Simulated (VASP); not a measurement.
# S (P6/mmm) in VASP: notebook

Runs on S. Level: PBE. Tasks: single point, relaxation of cell and atoms.

Program: VASP 6.6.1. These are calculated values, not measurements. Logs are shortened: lines on timing, memory, paths and dates and some standing lists are left out, and cuts for length are marked.

## (1) The cell of the first run

The structure is hexagonal, space group P6/mmm (No. 191). Conventional cell: a = 6.329 Å, b = 6.329 Å, c = 2.128 Å, α = 90.00°, β = 90.00°, γ = 120.00°. Within 2.8 Å of S (site symmetry 6/mmm) lie 2 S at 2.13 Å. Within 2.8 Å of S (site symmetry -6m2) lie 2 S at 2.13 Å.

This isn't the form of S at room conditions, which is orthorhombic, of S8 rings.

## (2) Single point, PBE

File INCAR:

```
PREC = Accurate
ENCUT = 520
EDIFF = 1E-7
ISMEAR = 0
SIGMA = 0.1
LREAL = F
LASPH = T
NELM = 100
ALGO = Normal
ISIF = 2
LWAVE = F
LCHARG = F
GGA = PE
NBANDS = 16
```

File KPOINTS:

```
regular mesh
0
Gamma
  6 6 6
```

File POSCAR:

```
S
1.0
    6.3294307096      0.0000000000      0.0000000000
   -3.1647153548      5.4814477860      0.0000000000
    0.0000000000      0.0000000000      2.1276261762
S
3
Direct
    0.0000000000      0.0000000000      0.0000000000
    0.3333333333      0.6666666667      0.5000000000
    0.6666666667      0.3333333333      0.5000000000
```

Potentials or basis: VASP PAW PBE potentials, release 64 (S).

The run is started by

```console
cat potpaw_PBE.64/S/POTCAR > POTCAR
mpirun -np 1 vasp_std > vasp.out
```

OUTCAR:

```text
PREC = Accurate
   ENCUT = 520
   EDIFF = 1E-7
   ISMEAR = 0
   LREAL = F
   LASPH = T
   NELM = 100
   ISIF = 2
   GGA = PE

 ion  position               nearest neighbor table
   1  0.000  0.000  0.000-
   2  0.333  0.667  0.500-
   3  0.667  0.333  0.500-

  LATTYP: Found a hexagonal cell.
 ALAT       =     6.3294307096
 C/A-ratio  =     0.3361481109

  Lattice vectors:

 A1 = (   6.3294307096,   0.0000000000,   0.0000000000)
 A2 = (  -3.1647153548,   5.4814477860,   0.0000000000)
 A3 = (   0.0000000000,   0.0000000000,   2.1276261762)

Analysis of symmetry for initial positions (statically):
=====================================================================
 Subroutine PRICEL returns:
 Original cell was already a primitive cell.

 Routine SETGRP: Setting up the symmetry group for a
 hexagonal supercell.

 Subroutine GETGRP returns: Found 24 space group operations
 (whereof 24 operations were pure point group operations)
 out of a pool of 24 trial point group operations.

The static configuration has the point symmetry D_6h.

Analysis of symmetry for dynamics (positions and initial velocities):
=====================================================================
 Subroutine PRICEL returns:
 Original cell was already a primitive cell.

 Routine SETGRP: Setting up the symmetry group for a
 hexagonal supercell.

 Subroutine GETGRP returns: Found 24 space group operations
 (whereof 24 operations were pure point group operations)
 out of a pool of 24 trial point group operations.

The dynamic configuration has the point symmetry D_6h.

 Subroutine INISYM returns: Found 24 space group operations
 (whereof 24 operations are pure point group operations),
 and found     1 'primitive' translations

----------------------------------------------------------------------------------------

                                     Primitive cell

  volume of cell :      73.8168

  direct lattice vectors                    reciprocal lattice vectors
     6.329430710  0.000000000  0.000000000     0.157992092  0.091216777  0.000000000
    -3.164715355  5.481447786  0.000000000     0.000000000  0.182433554  0.000000000
     0.000000000  0.000000000  2.127626176     0.000000000  0.000000000  0.470007378

  length of vectors
     6.329430710  6.329430710  2.127626176     0.182433554  0.182433554  0.470007378

  position of ions in fractional coordinates (direct lattice)
     0.000000000  0.000000000  0.000000000
     0.333333333  0.666666667  0.500000000
     0.666666667  0.333333333  0.500000000

  ion indices of the primitive-cell ions
   primitive index   ion index
                 1           1
                 2           2
                 3           3

----------------------------------------------------------------------------------------

 KPOINTS: regular mesh

Automatic generation of k-mesh.
 Grid dimensions read from file:
 generate k-points for:    6    6    6

 Generating k-lattice:

  Cartesian coordinates                     Fractional coordinates (reciprocal lattice)
     0.026332015  0.015202796  0.000000000     0.166666667  0.000000000  0.000000000
     0.000000000  0.030405592  0.000000000     0.000000000  0.166666667  0.000000000
     0.000000000  0.000000000  0.078334563     0.000000000  0.000000000  0.166666667

  Length of vectors
     0.030405592  0.030405592  0.078334563

  Shift w.r.t. Gamma in fractional coordinates (k-lattice)
     0.000000000  0.000000000  0.000000000

 Subroutine IBZKPT returns following result:
 ===========================================

 Found     28 irreducible k-points:

 Following reciprocal coordinates:
            Coordinates               Weight
  0.000000  0.000000  0.000000      1.000000
  0.166667  0.000000  0.000000      6.000000
  0.333333  0.000000  0.000000      6.000000
  0.500000  0.000000  0.000000      3.000000
  0.166667  0.166667  0.000000      6.000000
  0.333333  0.166667  0.000000     12.000000
[... 16 lines left out ...]
  0.166667  0.000000  0.500000      6.000000
  0.333333  0.000000  0.500000      6.000000
 [... further k-points ...]
   k-points           NKPTS =     28   k-points in BZ     NKDIM =     28   number of bands    NBANDS=     16
   number of dos      NEDOS =    301   number of ions     NIONS =      3
   total plane-waves  NPLWV =  36864
   dimension x,y,z NGX =    48 NGY =   48 NGZ =   16
   dimension x,y,z NGXF=    96 NGYF=   96 NGZF=   32
   ions per type =               3
   NGX,Y,Z   is equivalent  to a cutoff of  12.61, 12.61, 12.50 a.u.
   NGXF,Y,Z  is equivalent  to a cutoff of  25.21, 25.21, 25.00 a.u.
 SYSTEM =  unknown system
   PREC   = accura    normal or accurate (medium, high low for compatibility)
   ISTART =      0    job   : 0-new  1-cont  2-samecut
   ICHARG =      2    charge: 1-file 2-atom 10-const
   ISPIN  =      1    spin polarized calculation?
   LNONCOLLINEAR =      F non collinear calculations
   LSORBIT =      F    spin-orbit coupling
   LASPH  =      T    aspherical Exc in radial PAW
   ENCUT  =  520.0 eV  38.22 Ry    6.18 a.u.  11.77 11.77  3.96*2*pi/ulx,y,z
   NELM   =    100;   NELMIN=  2; NELMDL= -5     # of ELM steps
   EDIFF  = 0.1E-06   stopping-criterion for ELM
   LREAL  =      F    real-space projection
   EDIFFG = 0.1E-05   stopping-criterion for IOM
   NSW    =      0    number of steps for IOM
   IBRION =     -1    ionic relax: 0-MD 1-quasi-New 2-CG
   NFREE  =      0    steps in history (QN), initial steepest desc. (CG)
   ISIF   =      2    stress and relaxation
   ISYM   =      2    0-nonsym 1-usesym 2-fastsym
   POTIM  = 0.5000    time-step for ionic-motion
   TEBEG  =    0.0;   TEEND  =   0.0 temperature during run
   PSTRESS=    0.0 pullay stress
   NELECT =      18.0000    total number of electrons
   NUPDOWN=      -1.0000    fix difference up-down
   EMIN   =  10.00;   EMAX   =-10.00  energy-range for DOS
   EFERMI =   0.00;   METHOD = LEGACY
   ISMEAR =     0;   SIGMA  =   0.10  broadening in eV -4-tet -1-fermi 0-gaus
   EFERMI_NEDOS =   21; number of points for ismear=-14 and -15
   IALGO  =     38    algorithm
   IMIX   =      4    mixing-type and parameters
     AMIX     =   0.40;   BMIX     =  1.00
     AMIX_MAG =   1.60;   BMIX_MAG =  1.00
  volume/ion in A,a.u.               =      24.61       166.05
  Fermi-wavevector in a.u.,A,eV,Ry     =   1.022776  1.932767 14.232660  1.046071
  Thomas-Fermi vector in A             =   2.156474
   LORBIT       =      0    0 simple, 1 ext, 2 COOP (PROOUT), +10 PAW based schemes
   GGA     = PE    functional components
   LHFCALC =     F    Hartree Fock is set to
   AEXX    =    0.0000 exact exchange contribution
   IVDW    =     0    specifies the selected vdW correction
   LEPSILON=     F    determine dielectric tensor
   LRPA    =     F    only Hartree local field effects (RPA)
 non-spin polarized calculation
 Gauss-broadening in eV      SIGMA  =   0.10
  energy-cutoff  :      520.00
  volume of cell :       73.82
 maximum number of plane-waves:      2014
 NGX is ok and might be reduce to    48
   NGX = 23   NGY = 23   NGZ =  7

 number of electron      18.0000001 magnetization

 Free energy of the ion-electron system (eV)
  ---------------------------------------------------
  ext. energy  EPLUGINS =         0.00000000
  ---------------------------------------------------
  free energy    TOTEN  =       -10.68490385 eV

  energy without entropy =      -10.66908255  energy(sigma->0) =      -10.67699320

 E-fermi :   2.2435     XC(G=0):  -8.6435

 val. band max:        2.2355004573   @ k =   0.5000   0.0000   0.3333
 cond. band min:       2.2651259111   @ k =   0.5000   0.0000   0.3333
 fundamental gap:      0.0296254538
 Fermi energy:         2.2435435069

 k-point     1 :       0.0000    0.0000    0.0000
  band No.  band energies     occupation
      1     -13.2197      2.00000
      2     -12.7138      2.00000
      3     -12.6749      2.00000
      4      -1.9323      2.00000
      5      -1.9323      2.00000
      6      -1.8979      2.00000
[... 8 lines left out ...]
     15      11.3004      0.00000
     16      11.3004      0.00000

 k-point     2 :       0.1667    0.0000    0.0000
  band No.  band energies     occupation
      1     -13.1822      2.00000
      2     -12.7367      2.00000
      3     -12.6965      2.00000
      4      -2.2811      2.00000
      5      -2.1774      2.00000
      6      -1.4610      2.00000
[... 8 lines left out ...]
     15      11.5889      0.00000
     16      12.3230      0.00000

 k-point     3 :       0.3333    0.0000    0.0000
  band No.  band energies     occupation
      1     -13.0806      2.00000
      2     -12.8132      2.00000
      3     -12.7360      2.00000
      4      -2.5160      2.00000
      5      -2.0847      2.00000
      6      -0.9818      2.00000
[... 8 lines left out ...]
     15      12.4912      0.00000
     16      12.6285      0.00000

 k-point     4 :       0.5000    0.0000    0.0000
  band No.  band energies     occupation
      1     -12.9595      2.00000
      2     -12.9255      2.00000
      3     -12.7520      2.00000
      4      -2.5968      2.00000
      5      -1.6640      2.00000
      6      -1.6327      2.00000
[... 8 lines left out ...]
     15      12.6569      0.00000
     16      12.6828      0.00000
[... 324 lines left out ...]
 k-point    22 :       0.0000    0.0000    0.5000
  band No.  band energies     occupation
      1      -6.1453      2.00000
      2      -5.9130      2.00000
      3      -5.7185      2.00000
      4      -5.0916      2.00000
      5      -4.9422      2.00000
      6      -4.9259      2.00000
[... 8 lines left out ...]
     15       9.9496      0.00000
     16       9.9496      0.00000

 k-point    23 :       0.1667    0.0000    0.5000
  band No.  band energies     occupation
      1      -6.1176      2.00000
      2      -5.9018      2.00000
      3      -5.7435      2.00000
      4      -5.0931      2.00000
      5      -4.9514      2.00000
      6      -4.9398      2.00000
[... 8 lines left out ...]
     15       9.9032      0.00000
     16       9.9704      0.00000

 k-point    24 :       0.3333    0.0000    0.5000
  band No.  band energies     occupation
      1      -6.0468      2.00000
      2      -5.8788      2.00000
      3      -5.8079      2.00000
      4      -5.0903      2.00000
      5      -4.9742      2.00000
      6      -4.9710      2.00000
[... 8 lines left out ...]
     15       9.8814      0.00000
     16      10.0132      0.00000

 [... further k-points ...]
[... 5 lines left out ...]
  --------------------------------------------------------------------------------------
  -------------------------------------------------------------------------------------
  Total        0.0134279      0.0134279     -0.1909372      0.0000000      0.0000000      0.0000000
  in kB        0.2914503      0.2914503     -4.1442491      0.0000000      0.0000000      0.0000000
  external PRESSURE =      -1.1871162 kB  Pullay stress =       0.0000000 kB

 VOLUME and BASIS-vectors are now :
 -----------------------------------------------------------------------------
  energy-cutoff  :      520.00
  volume of cell :       73.82
      direct lattice vectors                 reciprocal lattice vectors
     6.329430710  0.000000000  0.000000000     0.157992092  0.091216777  0.000000000
    -3.164715355  5.481447786  0.000000000     0.000000000  0.182433554  0.000000000
     0.000000000  0.000000000  2.127626176     0.000000000  0.000000000  0.470007378

 POSITION                                       TOTAL-FORCE (eV/Angst)
 -----------------------------------------------------------------------------------
      0.00000      0.00000      0.00000         0.000000     -0.000000     -0.000000
     -0.00000      3.65430      1.06381        -0.000000      0.000000      0.000000
      3.16472      1.82715      1.06381         0.000000     -0.000000     -0.000000
 -----------------------------------------------------------------------------------
    total drift:                               -0.000000      0.000000     -0.000000

  FREE ENERGIE OF THE ION-ELECTRON SYSTEM (eV)
  ---------------------------------------------------
  free  energy   TOTEN  =       -10.6849038480 eV

  energy  without entropy=      -10.6690825502  energy(sigma->0) =      -10.67699320
```

It took 17 s on 1 thread of AMD EPYC 9R45 (Zen 5), shared host; peak memory 0.15 GiB.

What came out:

```yaml
Free_energy: -10.6849 eV
Pressure: -0.1 GPa
Band_gap_on_the_k_mesh: zero (bands 9 and 10 overlap by 2.44 eV)
```

Levels at points of the mesh, in eV from the Fermi level:
| k point | band 7 | band 8 | band 9 | band 10 | band 11 | band 12 |
| --- | --- | --- | --- | --- | --- | --- |
| (0.00, 0.00, 0.00) | -4.14 | -2.22 | -2.22 | 4.36 | 8.93 | 8.93 |
| (0.50, 0.00, 0.00) | -2.81 | -2.80 | -2.78 | 5.49 | 6.87 | 6.89 |
| (0.00, 0.00, 0.50) | 0.91 | 0.91 | 1.33 | 1.33 | 1.70 | 1.70 |
| (0.50, 0.00, 0.50) | 0.77 | 1.11 | 1.31 | 1.38 | 1.57 | 1.87 |

Caveat: the k points lie up to 0.49 Å⁻¹ apart, too coarse for converged energies and pressures of a metal.

[end of part 1 of 2]

The gap in the log of VASP goes by the Fermi energy; the results here count the filled bands.